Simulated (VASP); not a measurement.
The system is LiH.

```
Li H
1.0
     0.00000    1.99847    1.99847
     2.10739    0.00000    1.99847
     2.10739    1.99847    0.00000
Li H
1 1
Direct
  0.00000 0.00000 0.00000
  0.50000 0.50000 0.50000
```

This cell differs from its parent crystal: uniaxial x strain +5.5%.

Program: VASP 6.6.1. Alike in all runs: task single point; potentials or basis VASP PAW PBE potentials, release 64 (Li_sv, H); no spin polarisation; cell as given; cutoff (eV) 520.

Question: Order these runs on this cell by their band gap on the k mesh, lowest first.
A. level r2SCAN; k mesh 10 × 10 × 10; smearing gaussian 0.01 eV
B. level PBE; k mesh 10 × 10 × 10; smearing fermi-dirac 0.02 eV
C. level HSE06; k mesh 8 × 8 × 8; smearing gaussian 0.01 eV; grid for exact exchange (PRECFOCK) Normal; screening parameter 0.2079 1/Å

Answer: B (2.44 eV), A (3.02 eV), C (3.39 eV).

A k mesh can miss the band edges.
